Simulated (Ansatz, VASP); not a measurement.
## One calculation of TaN, two programs

```
Ta N
1.0
    -0.17660    2.14096    2.14096
     2.14096   -0.17660    2.14096
     2.14096    2.14096   -0.17660
Ta N
1 1
Direct
  0.50000 0.50000 0.50000
  0.00000 0.00000 0.00000
```

Alike in both runs: task single point; functional PBEsol; k mesh 20 × 20 × 20; occupations gaussian, width 0.15 eV; no spin polarisation.

|  | VASP | Ansatz |
| --- | --- | --- |
| version | VASP 6.6.1 | Ansatz 0.2.0 |
| potentials or method | VASP PAW PBE potentials, release 64 (Ta_pv, N), cutoff 520 eV | scalar-relativistic, plane waves, PAW |
| valence electrons in the cell | 16 | 18 |

```tsv
	VASP	Ansatz	Ansatz less VASP
gap on the k mesh at the Fermi level (eV)	none	none	-
pressure (GPa)	-15.0	-16.0	-0.98
traceless stress, the component that is largest in VASP (GPa)	6.35	6.42	+0.068
```

VASP's potentials were made for PBE, not for PBEsol, and Ansatz warns of the same on its side. A gap of «none» marks a metal or a gap that the smearing closes. With one functional, cell and mesh, what is left measures potentials, basis and numerics. VASP's potentials hold 16 valence electrons a cell and Ansatz's 18, so a difference there can come from the potentials and not from the codes.

Spin-orbit coupling is off throughout.
